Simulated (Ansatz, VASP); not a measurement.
**Si in VASP and in Ansatz**

The input INCAR:

```
SYSTEM = Si
PREC = Accurate ; ENCUT = 500
EDIFF = 1E-6 ; ISMEAR = 0
SIGMA = 0.01 ; LREAL = .False.
LASPH = .True. ; NELM = 120
ALGO = Normal ; ISIF = 2
LWAVE = .False. ; LCHARG = .True.
GGA = PE ; LELF = .True.
LVHAR = .True. ; NBANDS = 11
GGA_COMPAT = .False.
```

File KPOINTS:

```
regular mesh
0
Gamma
  4 4 4
  0 0 0
```

POSCAR

```
Si
1.0
    0.0000000000      2.6600660800      2.6600660800
    2.6600660800      0.0000000000      2.6600660800
    2.6600660800      2.6600660800      0.0000000000
Si
2
Direct
    0.0000000000      0.0000000000      0.0000000000
    0.2500000000      0.2500000000      0.2500000000
```

Input for Ansatz:

```yaml
crystal:
  lattice:
    - [0.0, 2.66006608, 2.66006608]
    - [2.66006608, 0.0, 2.66006608]
    - [2.66006608, 2.66006608, 0.0]
  atoms:
    - { symbol: Si, position: [0.0, 0.0, 0.0] }
    - { symbol: Si, position: [0.25, 0.25, 0.25] }
basis:
  precision: f64
  xc_grid: 2
  ecutwfc: 700
  ecutrho_ratio: 4
kpoints:
  mp_grid: { grid: [4, 4, 4], shift: [0, 0, 0] }
hamiltonian:
  xc: pbe
  dispersion: none
  pseudopotentials:
    kind: paw
    azcp:
      Si: "pseudopotentials/Si.paw.azcp"
magnetization:
  spin_polarized: false
scf:
  lower_state_search: "off"
  max_iter: 200
  occupations: { method: fixed }
  convergence: { dr2_threshold: "1e-10 eV" }
output:
  forces: true
  stress: true
  eigenvalues: true
```

Alike in both runs: task single point; functional PBE; k mesh 4 × 4 × 4; no spin polarisation.

```csv
,VASP,Ansatz
version,VASP 6.6.1,Ansatz 0.2.0-dev
potentials or method,"VASP PAW PBE potentials, release 64 (Si), cutoff 500 eV",hard PAW set made for 700 eV
occupations,"gaussian, width 0.01 eV",fixed
```

```tsv
	VASP	Ansatz	Ansatz less VASP
gap on the k mesh at the Fermi level (eV)	0.56	0.56	+0.001
```

The k mesh is coarse, so the values compare programs but aren't converged.
